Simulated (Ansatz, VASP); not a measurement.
# Two plane-wave programs on Si

```
Si
1.0
    -2.18166    2.18166    1.43561
     2.18166   -2.18166    1.43561
     2.18166    2.18166   -1.43561
Si
2
Direct
  0.25000 0.75000 0.50000
  0.50000 0.50000 0.00000
```

Change from the starting cell: strain -0.080 along x and y, +0.080 along z, atoms carried along.

Alike in both runs: task single point; functional LDA; k mesh 20 × 20 × 20; occupations gaussian, width 0.15 eV; no spin polarisation.

|  | VASP | Ansatz |
| --- | --- | --- |
| version | VASP 6.6.1 | Ansatz 0.2.0 |
| potentials or method | VASP PAW LDA potentials, release 64 (Si), cutoff 520 eV | scalar-relativistic, plane waves, PAW |
| valence electrons in the cell | 8 | 8 |

Ansatz gave:

- gap on the k mesh at the Fermi level (eV): none
- pressure (GPa): 19.6
- traceless stress, the component that is largest in VASP (GPa): -16.00

Task: Which values does VASP return?

Result: gap on the k mesh at the Fermi level (eV): none; pressure (GPa): 19.8; traceless stress, the component that is largest in VASP (GPa): -16.07.

LDA's correlation is that of Perdew and Zunger in VASP and of Perdew and Wang (1992) in Ansatz. A gap of «none» marks a metal or a gap that the smearing closes.
